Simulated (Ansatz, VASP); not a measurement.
# BeS: VASP beside Ansatz

```
Be S
1.0
     0.00000    2.42500    2.42500
     2.42500    0.00000    2.42500
     2.42500    2.42500    0.00000
Be S
1 1
Direct
  0.00000 0.00000 0.00000
  0.75000 0.75000 0.75000
```

Alike in both runs: task single point; functional PBEsol; k mesh 8 × 8 × 8; no spin polarisation.

|  | VASP | Ansatz |
| --- | --- | --- |
| version | VASP 6.6.1 | Ansatz 0.2.0 |
| potentials or method | VASP PAW PBE potentials, release 64 (Be, S), cutoff 600 eV | all-electron LAPW, scalar-relativistic |
| occupations | gaussian, width 0.01 eV | fixed |

|  | VASP | Ansatz | Ansatz less VASP |
| --- | --- | --- | --- |
| gap on the k mesh at the Fermi level (eV) | 2.93 | 2.93 | -0.002 |
| pressure (GPa) | -0.5 | -0.8 | -0.23 |

VASP's potentials were made for PBE, not for PBEsol. Ansatz ran all-electron here, and VASP with PAW potentials.
